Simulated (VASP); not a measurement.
# Ga (Im-3m) in VASP: a series of runs

Ga is run at these levels: RPBE; tasks: single point.

All numbers are computed with VASP 6.6.1; they aren't measurements. Logs are shortened: lines on timing, memory, paths and dates and some standing lists are left out, and cuts for length are marked.

### 1 The cell of the first run

It takes space group Im-3m (No. 229, cubic). The conventional cell has a = 3.415 Å, b = 3.415 Å, c = 3.415 Å, α = 90.00°, β = 90.00°, γ = 90.00°. Ga (site symmetry m-3m) has 14 Ga at 2.96 to 3.42 Å within 3.9 Å.

### 2 Single point, RPBE

Input file INCAR:

```
PREC = Accurate
ENCUT = 520
EDIFF = 1E-6
ISMEAR = -1
SIGMA = 0.1
LREAL = False
LASPH = True
NELM = 100
ALGO = Normal
ISIF = 2
LWAVE = False
LCHARG = False
GGA = RP
NBANDS = 12
```

Input file KPOINTS:

```
Automatic mesh
0
Gamma
  13 13 13
```

Input file POSCAR:

```
Ga
1.0
   -1.7075845618      1.7075845618      1.7075845618
    1.7075845618     -1.7075845618      1.7075845618
    1.7075845618      1.7075845618     -1.7075845618
Ga
1
Direct
    0.0000000000      0.0000000000      0.0000000000
```

Potentials or basis: VASP PAW PBE potentials, release 64 (Ga_d).

Launch:

```bash
$ cat potpaw_PBE.64/Ga_d/POTCAR > POTCAR
$ mpirun -np 1 vasp_std > vasp.out
```

OUTCAR:

```text
PREC = Accurate
   ENCUT = 520
   EDIFF = 1E-6
   ISMEAR = -1
   LREAL = False
   LASPH = True
   NELM = 100
   ISIF = 2
   GGA = RP

 ion  position               nearest neighbor table
   1  0.000  0.000  0.000-

  LATTYP: Found a body centered cubic cell.
 ALAT       =     3.4151691236

  Lattice vectors:

 A1 = (  -1.7075845618,   1.7075845618,   1.7075845618)
 A2 = (   1.7075845618,  -1.7075845618,   1.7075845618)
 A3 = (   1.7075845618,   1.7075845618,  -1.7075845618)

Analysis of symmetry for initial positions (statically):
=====================================================================
 Subroutine PRICEL returns:
 Original cell was already a primitive cell.

 Routine SETGRP: Setting up the symmetry group for a
 body centered cubic supercell.

 Subroutine GETGRP returns: Found 48 space group operations
 (whereof 48 operations were pure point group operations)
 out of a pool of 48 trial point group operations.

The static configuration has the point symmetry O_h .

Analysis of symmetry for dynamics (positions and initial velocities):
=====================================================================
 Subroutine PRICEL returns:
 Original cell was already a primitive cell.

 Routine SETGRP: Setting up the symmetry group for a
 body centered cubic supercell.

 Subroutine GETGRP returns: Found 48 space group operations
 (whereof 48 operations were pure point group operations)
 out of a pool of 48 trial point group operations.

The dynamic configuration has the point symmetry O_h .

 Subroutine INISYM returns: Found 48 space group operations
 (whereof 48 operations are pure point group operations),
 and found     1 'primitive' translations

----------------------------------------------------------------------------------------

                                     Primitive cell

  volume of cell :      19.9162

  direct lattice vectors                    reciprocal lattice vectors
    -1.707584562  1.707584562  1.707584562     0.000000000  0.292811268  0.292811268
     1.707584562 -1.707584562  1.707584562     0.292811268  0.000000000  0.292811268
     1.707584562  1.707584562 -1.707584562     0.292811268  0.292811268  0.000000000

  length of vectors
     2.957623219  2.957623219  2.957623219     0.414097666  0.414097666  0.414097666

  position of ions in fractional coordinates (direct lattice)
     0.000000000  0.000000000  0.000000000

  ion indices of the primitive-cell ions
   primitive index   ion index
                 1           1

----------------------------------------------------------------------------------------

 KPOINTS: Automatic mesh

Automatic generation of k-mesh.
 Grid dimensions read from file:
 generate k-points for:   13   13   13

 Generating k-lattice:

  Cartesian coordinates                     Fractional coordinates (reciprocal lattice)
     0.000000000  0.022523944  0.022523944     0.076923077  0.000000000  0.000000000
     0.022523944  0.000000000  0.022523944     0.000000000  0.076923077  0.000000000
     0.022523944  0.022523944  0.000000000     0.000000000  0.000000000  0.076923077

  Length of vectors
     0.031853667  0.031853667  0.031853667

  Shift w.r.t. Gamma in fractional coordinates (k-lattice)
     0.000000000  0.000000000  0.000000000

 Subroutine IBZKPT returns following result:
 ===========================================

 Found     84 irreducible k-points:

 Following reciprocal coordinates:
            Coordinates               Weight
  0.000000  0.000000  0.000000      1.000000
  0.076923  0.000000  0.000000     12.000000
  0.153846  0.000000  0.000000     12.000000
  0.230769  0.000000  0.000000     12.000000
  0.307692  0.000000  0.000000     12.000000
  0.384615  0.000000  0.000000     12.000000
[... 16 lines left out ...]
  0.153846  0.076923  0.076923     24.000000
  0.230769  0.076923  0.076923     24.000000
 [... further k-points ...]
   k-points           NKPTS =     84   k-points in BZ     NKDIM =     84   number of bands    NBANDS=     12
   number of dos      NEDOS =    301   number of ions     NIONS =      1
   total plane-waves  NPLWV =  13824
   dimension x,y,z NGX =    24 NGY =   24 NGZ =   24
   dimension x,y,z NGXF=    48 NGYF=   48 NGZF=   48
   ions per type =               1
   NGX,Y,Z   is equivalent  to a cutoff of  13.49, 13.49, 13.49 a.u.
   NGXF,Y,Z  is equivalent  to a cutoff of  26.98, 26.98, 26.98 a.u.
 SYSTEM =  unknown system
   PREC   = accura    normal or accurate (medium, high low for compatibility)
   ISTART =      0    job   : 0-new  1-cont  2-samecut
   ICHARG =      2    charge: 1-file 2-atom 10-const
   ISPIN  =      1    spin polarized calculation?
   LNONCOLLINEAR =      F non collinear calculations
   LSORBIT =      F    spin-orbit coupling
   LASPH  =      T    aspherical Exc in radial PAW
   ENCUT  =  520.0 eV  38.22 Ry    6.18 a.u.   5.50  5.50  5.50*2*pi/ulx,y,z
   NELM   =    100;   NELMIN=  2; NELMDL= -5     # of ELM steps
   EDIFF  = 0.1E-05   stopping-criterion for ELM
   LREAL  =      F    real-space projection
   EDIFFG = 0.1E-04   stopping-criterion for IOM
   NSW    =      0    number of steps for IOM
   IBRION =     -1    ionic relax: 0-MD 1-quasi-New 2-CG
   NFREE  =      0    steps in history (QN), initial steepest desc. (CG)
   ISIF   =      2    stress and relaxation
   ISYM   =      2    0-nonsym 1-usesym 2-fastsym
   POTIM  = 0.5000    time-step for ionic-motion
   TEBEG  =    0.0;   TEEND  =   0.0 temperature during run
   PSTRESS=    0.0 pullay stress
   NELECT =      13.0000    total number of electrons
   NUPDOWN=      -1.0000    fix difference up-down
   EMIN   =  10.00;   EMAX   =-10.00  energy-range for DOS
   EFERMI =   0.00;   METHOD = LEGACY
   ISMEAR =    -1;   SIGMA  =   0.10  broadening in eV -4-tet -1-fermi 0-gaus
   EFERMI_NEDOS =   21; number of points for ismear=-14 and -15
   IALGO  =     38    algorithm
   IMIX   =      4    mixing-type and parameters
     AMIX     =   0.40;   BMIX     =  1.00
     AMIX_MAG =   1.60;   BMIX_MAG =  1.00
  volume/ion in A,a.u.               =      19.92       134.40
  Fermi-wavevector in a.u.,A,eV,Ry     =   1.420105  2.683609 27.438838  2.016698
  Thomas-Fermi vector in A             =   2.541055
   LORBIT       =      0    0 simple, 1 ext, 2 COOP (PROOUT), +10 PAW based schemes
   GGA     = RP    functional components
   LHFCALC =     F    Hartree Fock is set to
   AEXX    =    0.0000 exact exchange contribution
   IVDW    =     0    specifies the selected vdW correction
   LEPSILON=     F    determine dielectric tensor
   LRPA    =     F    only Hartree local field effects (RPA)
 non-spin polarized calculation
  energy-cutoff  :      520.00
  volume of cell :       19.92
 maximum number of plane-waves:       555
 NGX is ok and might be reduce to    24
   NGX = 11   NGY = 11   NGZ = 11

 number of electron      13.0000000 magnetization

 Free energy of the ion-electron system (eV)
  ---------------------------------------------------
  ext. energy  EPLUGINS =         0.00000000
  ---------------------------------------------------
  free energy    TOTEN  =        -2.53084119 eV

  energy without entropy =       -2.51773469  energy(sigma->0) =       -2.52428794

 E-fermi :   5.2108     XC(G=0): -10.6255

 val. band max:        5.1968287916   @ k =  -0.3846  -0.3846   0.0769
 cond. band min:       5.2361103536   @ k =  -0.3846   0.3846   0.1538
 fundamental gap:      0.0392815620
 Fermi energy:         5.2107729020

 k-point     1 :       0.0000    0.0000    0.0000
  band No.  band energies     occupation
      1      -9.7172      2.00000
      2      -9.7172      2.00000
      3      -9.7172      2.00000
      4      -9.5542      2.00000
      5      -9.5542      2.00000
      6      -5.4273      2.00000
      7      17.2000      0.00000
      8      17.2000      0.00000
      9      17.2000      0.00000
     10      21.8060      0.00000
     11      21.8060      0.00000
     12      21.8060      0.00000

 k-point     2 :       0.0769    0.0000    0.0000
  band No.  band energies     occupation
      1      -9.7213      2.00000
      2      -9.7141      2.00000
      3      -9.7026      2.00000
      4      -9.5584      2.00000
      5      -9.5542      2.00000
      6      -5.2726      2.00000
      7      15.8293      0.00000
      8      16.5064      0.00000
      9      16.9607      0.00000
     10      20.2727      0.00000
     11      20.4269      0.00000
     12      21.7970      0.00000

 k-point     3 :       0.1538    0.0000    0.0000
  band No.  band energies     occupation
      1      -9.7327      2.00000
      2      -9.7085      2.00000
      3      -9.6617      2.00000
      4      -9.5684      2.00000
      5      -9.5543      2.00000
      6      -4.8062      2.00000
      7      13.0367      0.00000
      8      15.2296      0.00000
      9      16.3176      0.00000
     10      18.9358      0.00000
     11      19.0556      0.00000
     12      21.6159      0.00000

 k-point     4 :       0.2308    0.0000    0.0000
  band No.  band energies     occupation
      1      -9.7489      2.00000
      2      -9.7103      2.00000
      3      -9.6032      2.00000
      4      -9.5763      2.00000
      5      -9.5543      2.00000
      6      -4.0239      2.00000
      7      10.0597      0.00000
      8      14.0122      0.00000
      9      15.5153      0.00000
     10      17.9468      0.00000
     11      17.9624      0.00000
     12      22.0865      0.00000

 k-point     5 :       0.3077    0.0000    0.0000
  band No.  band energies     occupation
      1      -9.7659      2.00000
      2      -9.7252      2.00000
      3      -9.5752      2.00000
      4      -9.5541      2.00000
      5      -9.5401      2.00000
      6      -2.9250      2.00000
      7       7.2319      0.00000
      8      13.0317      0.00000
      9      14.7886      0.00000
     10      17.1483      0.00000
     11      17.2228      0.00000
     12      23.0232      0.00000

 k-point     6 :       0.3846    0.0000    0.0000
  band No.  band energies     occupation
      1      -9.7801      2.00000
      2      -9.7455      2.00000
      3      -9.5685      2.00000
      4      -9.5538      2.00000
      5      -9.4870      2.00000
      6      -1.5169      2.00000
      7       4.6487      1.99278
      8      12.3522      0.00000
      9      14.2610      0.00000
     10      16.6090      0.00000
     11      16.7471      0.00000
     12      24.2794      0.00000

 k-point     7 :       0.4615    0.0000    0.0000
  band No.  band energies     occupation
      1      -9.7881      2.00000
      2      -9.7591      2.00000
      3      -9.5633      2.00000
      4      -9.5536      2.00000
      5      -9.4566      2.00000
      6       0.1502      2.00000
      7       2.3891      2.00000
      8      12.0053      0.00000
      9      13.9869      0.00000
     10      16.3404      0.00000
     11      16.5116      0.00000
     12      25.5623      0.00000

 k-point     8 :       0.0769    0.0769    0.0000
  band No.  band energies     occupation
      1      -9.7244      2.00000
      2      -9.7147      2.00000
      3      -9.6743      2.00000
      4      -9.5656      2.00000
      5      -9.5544      2.00000
      6      -4.9620      2.00000
      7      14.1509      0.00000
      8      15.1747      0.00000
      9      16.1882      0.00000
     10      19.6762      0.00000
     11      19.7662      0.00000
     12      21.6095      0.00000
[... 166 lines left out ...]
 k-point    20 :       0.3846    0.2308    0.0000
  band No.  band energies     occupation
      1      -9.7660      2.00000
      2      -9.6848      2.00000
      3      -9.5924      2.00000
      4      -9.5592      2.00000
      5      -9.5086      2.00000
      6       1.6481      2.00000
      7       2.8468      2.00000
      8       6.4914      0.00001
      9      12.2744      0.00000
     10      19.0509      0.00000
     11      22.1863      0.00000
     12      23.3438      0.00000

 k-point    21 :       0.3077    0.3077    0.0000
  band No.  band energies     occupation
      1      -9.7631      2.00000
      2      -9.6545      2.00000
      3      -9.6145      2.00000
      4      -9.5512      2.00000
      5      -9.5259      2.00000
      6       1.8040      2.00000
      7       3.9408      1.99999
      8       4.8115      1.96378
      9      12.1499      0.00000
     10      20.2441      0.00000
     11      21.2320      0.00000
     12      22.8483      0.00000

 k-point    22 :       0.0769    0.0769    0.0769
  band No.  band energies     occupation
      1      -9.7272      2.00000
      2      -9.7272      2.00000
      3      -9.6332      2.00000
      4      -9.5621      2.00000
      5      -9.5621      2.00000
      6      -4.4933      2.00000
      7      12.3893      0.00000
      8      14.0733      0.00000
      9      14.0733      0.00000
     10      20.2569      0.00000
     11      20.2569      0.00000
     12      23.3287      0.00000

 k-point    23 :       0.1538    0.0769    0.0769
  band No.  band energies     occupation
      1      -9.7434      2.00000
      2      -9.7231      2.00000
      3      -9.5892      2.00000
      4      -9.5692      2.00000
      5      -9.5585      2.00000
      6      -3.7091      2.00000
      7      10.0945      0.00000
      8      12.1666      0.00000
      9      13.0325      0.00000
     10      20.2872      0.00000
     11      20.4188      0.00000
     12      22.9366      0.00000

 k-point    24 :       0.2308    0.0769    0.0769
  band No.  band energies     occupation
      1      -9.7593      2.00000
      2      -9.7240      2.00000
      3      -9.5729      2.00000
      4      -9.5557      2.00000
      5      -9.5431      2.00000
      6      -2.6106      2.00000
      7       7.4498      0.00000
      8      11.0280      0.00000
      9      12.2048      0.00000
     10      19.7955      0.00000
     11      20.1115      0.00000
     12      23.5113      0.00000

 [... further k-points ...]
[... 5 lines left out ...]
  --------------------------------------------------------------------------------------
  -------------------------------------------------------------------------------------
  Total        0.0094311      0.0094311      0.0094311      0.0000000      0.0000000      0.0000000
  in kB        0.7586900      0.7586900      0.7586900      0.0000000      0.0000000      0.0000000
  external PRESSURE =       0.7586900 kB  Pullay stress =       0.0000000 kB

 VOLUME and BASIS-vectors are now :
 -----------------------------------------------------------------------------
  energy-cutoff  :      520.00
  volume of cell :       19.92
      direct lattice vectors                 reciprocal lattice vectors
    -1.707584562  1.707584562  1.707584562     0.000000000  0.292811268  0.292811268
     1.707584562 -1.707584562  1.707584562     0.292811268  0.000000000  0.292811268
     1.707584562  1.707584562 -1.707584562     0.292811268  0.292811268  0.000000000

 POSITION                                       TOTAL-FORCE (eV/Angst)
 -----------------------------------------------------------------------------------
      0.00000      0.00000      0.00000         0.000000     -0.000000      0.000000
 -----------------------------------------------------------------------------------
    total drift:                               -0.000000      0.000000      0.000000

  FREE ENERGIE OF THE ION-ELECTRON SYSTEM (eV)
  ---------------------------------------------------
  free  energy   TOTEN  =        -2.5308411907 eV

  energy  without entropy=       -2.5177346889  energy(sigma->0) =       -2.52428794
```

Wall time 21 s (1 thread of Intel Xeon Platinum 8259CL at 2.50GHz (Skylake/Cascade Lake), shared host); peak memory 0.14 GiB.

What came out:

* Free energy: -2.5308 eV
* Pressure: 0.1 GPa

Levels at points of the mesh, in eV from the Fermi level:
| k point | band 3 | band 4 | band 5 | band 6 | band 7 | band 8 | band 9 | band 10 |
| --- | --- | --- | --- | --- | --- | --- | --- | --- |
| (0.00, 0.00, 0.00) | -14.93 | -14.76 | -14.76 | -10.64 | 11.99 | 11.99 | 11.99 | 16.60 |

Caveat: the PAW data sets were made with another functional, which shifts forces and pressure a little.

### 3 Single point, RPBE (volume scaled by 0.88)

Input file INCAR:

```
SYSTEM = Ga
PREC = Accurate ; ENCUT = 520
EDIFF = 1E-6 ; ISMEAR = -1
SIGMA = 0.1 ; LREAL = .False.
LASPH = .True. ; NELM = 100
ALGO = Normal ; ISIF = 2
LWAVE = .False. ; LCHARG = .False.
GGA = RP ; NBANDS = 12
```

Input file KPOINTS:

```
regular mesh
0
Gamma
  15 15 15
  0 0 0
```

Input file POSCAR:

```
Ga
1.0
   -1.6363509154      1.6363509154      1.6363509154
    1.6363509154     -1.6363509154      1.6363509154
    1.6363509154      1.6363509154     -1.6363509154
Ga
1
Direct
    0.0000000000      0.0000000000      0.0000000000
```

Potentials or basis: VASP PAW PBE potentials, release 64 (Ga_d).

Launch:

```bash
$ cat potpaw_PBE.64/Ga_d/POTCAR > POTCAR
$ mpirun -np 1 vasp_std > vasp.out
```

Run time: 34 s. Hardware: 1 thread of Intel Xeon Platinum 8259CL at 2.50GHz (Skylake/Cascade Lake), shared host; peak memory 0.15 GiB.

Results (log left out):

- Free energy: -2.4777 eV
- Pressure: 7.6 GPa

Levels at points of the mesh, in eV from the Fermi level:
```csv
k point,band 2,band 3,band 4,band 5,band 6,band 7,band 8,band 9,band 10,band 11
"(0.00, 0.00, 0.00)",-15.06,-15.06,-14.84,-14.84,-11.63,13.56,13.56,13.56,17.90,17.90
```

Caveat: the PAW data sets were made with another functional, which shifts forces and pressure a little.

### 4 Single point, RPBE (volume scaled by 0.92)

Input file INCAR:

```
  ALGO = Normal
  EDIFF = 1E-7
  ENCUT = 520
  GGA = RP
  ISIF = 2
  ISMEAR = -1
  LASPH = T
  LCHARG = F
  LREAL = F
  LWAVE = F
  NBANDS = 12
  NELM = 80
  PREC = Accurate
  SIGMA = 0.1
```

Input file KPOINTS:

```
k-points
0
Gamma
  15 15 15
```

Input file POSCAR:

```
Ga
1.0
   -1.6607776647      1.6607776647      1.6607776647
    1.6607776647     -1.6607776647      1.6607776647
    1.6607776647      1.6607776647     -1.6607776647
Ga
1
Direct
    0.0000000000      0.0000000000      0.0000000000
```

Launch:

```bash
$ cat potpaw_PBE.64/Ga_d/POTCAR > POTCAR
$ mpirun -np 1 vasp_std > vasp.out
```

Run time: 30 s. Hardware: 1 thread of Intel Xeon Platinum 8259CL at 2.50GHz (Skylake/Cascade Lake), shared host; peak memory 0.15 GiB.

The run converged. Its results:

```yaml
Free_energy: -2.5074 eV
Pressure: 4.4 GPa
```

Levels at points of the mesh, in eV from the Fermi level:
```
           k point  band 4  band 5  band 6  band 7  band 8  band 9
(0.00, 0.00, 0.00)  -14.80  -14.80  -11.27   13.00   13.00   13.00
```

Caveat: the PAW data sets were made with another functional, which shifts forces and pressure a little.

### 5 Single point, RPBE (volume scaled by 0.96)

Input file INCAR:

```
SYSTEM = Ga
PREC = Accurate
ENCUT = 520
EDIFF = 1E-7
ISMEAR = -1
SIGMA = 0.1
LREAL = .FALSE.
LASPH = .TRUE.
NELM = 100
ALGO = Normal
ISIF = 2
LWAVE = .FALSE.
LCHARG = .FALSE.
GGA = RP
NBANDS = 12
```

Input file KPOINTS:

```
regular mesh
0
G
  15 15 15
  0 0 0
```

Input file POSCAR:

```
Ga
1.0
   -1.6845062657      1.6845062657      1.6845062657
    1.6845062657     -1.6845062657      1.6845062657
    1.6845062657      1.6845062657     -1.6845062657
Ga
1
Direct
    0.0000000000      0.0000000000      0.0000000000
```

Launch:

```bash
$ cat potpaw_PBE.64/Ga_d/POTCAR > POTCAR
$ mpirun -np 1 vasp_std > vasp.out
```

Run time: 19 s. Hardware: 1 thread of Intel Xeon Platinum 8259CL at 2.50GHz (Skylake/Cascade Lake), shared host; peak memory 0.15 GiB.

The run converged. Its results:

- Free energy: -2.5233 eV
- Pressure: 2.0 GPa

Levels at points of the mesh, in eV from the Fermi level:
```csv
k point,band 3,band 4,band 5,band 6,band 7,band 8,band 9,band 10
"(0.00, 0.00, 0.00)",-14.95,-14.77,-14.77,-10.93,12.48,12.48,12.48,17.00
```

Caveat: the PAW data sets were made with another functional, which shifts forces and pressure a little.

### 6 The runs side by side

```tsv
cell	k mesh	gap on the mesh (eV)	pressure (GPa)
a = 2.958 Å, angles 109.5°, 1 atom	13 × 13 × 13	none	0.1
a = 2.834 Å, angles 109.5°, 1 atom	15 × 15 × 15	none	7.6
a = 2.877 Å, angles 109.5°, 1 atom	15 × 15 × 15	none	4.4
a = 2.918 Å, angles 109.5°, 1 atom	15 × 15 × 15	none	2.0
```

Alike in all rows: task single point; level RPBE; potentials or basis VASP PAW PBE potentials, release 64 (Ga_d); no spin polarisation; cutoff (eV) 520; smearing fermi-dirac 0.1 eV.

Caveats: the PAW data sets were made with another functional, which shifts forces and pressure a little.

Absolute energies hang on the potentials; compare differences alone.
